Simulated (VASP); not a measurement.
Wanted: the native input for a VASP 6.6.1 run.

```yaml
Task: single point
Functional: PBEsol
Potentials_or_basis: VASP PAW PBE potentials, release 64 (Tl_d)
Cutoff: 520 eV
k_mesh: 16 × 16 × 16
Occupations: fermi-dirac, width 0.08 eV
Spin: no spin polarisation
Dipole_correction: no
Further_INCAR_settings: ALGO = Normal; EDIFF = 1e-07; NBANDS = 12
```

The structure of Tl lies in POSCAR:

```
Tl
1.0
   -1.6380305922      1.6380305922      1.6380305922
    1.6380305922     -1.6380305922      1.6380305922
    1.6380305922      1.6380305922     -1.6380305922
Tl
1
Direct
    0.0000000000      0.0000000000      0.0000000000
```

This isn't the form of Tl at room conditions, which is hcp.

The input as run:

INCAR

```
SYSTEM = Tl
PREC = Accurate
ENCUT = 520
EDIFF = 1E-7
ISMEAR = -1
SIGMA = 0.08
LREAL = .FALSE.
LASPH = .TRUE.
NELM = 100
ALGO = Normal
ISIF = 2
LWAVE = .FALSE.
LCHARG = .FALSE.
GGA = PS
NBANDS = 12
```

KPOINTS

```
regular mesh
0
G
  16 16 16
  0 0 0
```

Potentials or basis: VASP PAW PBE potentials, release 64 (Tl_d).

Command:

```console
$ cat potpaw_PBE.64/Tl_d/POTCAR > POTCAR
$ mpirun -np 1 vasp_std > vasp.out
```

Results of the run:

```
Pressure               : 67.0 GPa
Band gap on the k mesh : zero (an odd number of electrons rules out a gap without spin polarisation)
```

Caveat: the cell stands under pressure; the PAW data sets were made with another functional, which shifts forces and pressure a little; spin-orbit coupling is left out, which moves the levels of the heavy elements.

It took 13 s on 1 thread of AMD EPYC 9R45 96-Core Processor (Zen 5), on a shared host, peak memory 0.13 GiB.
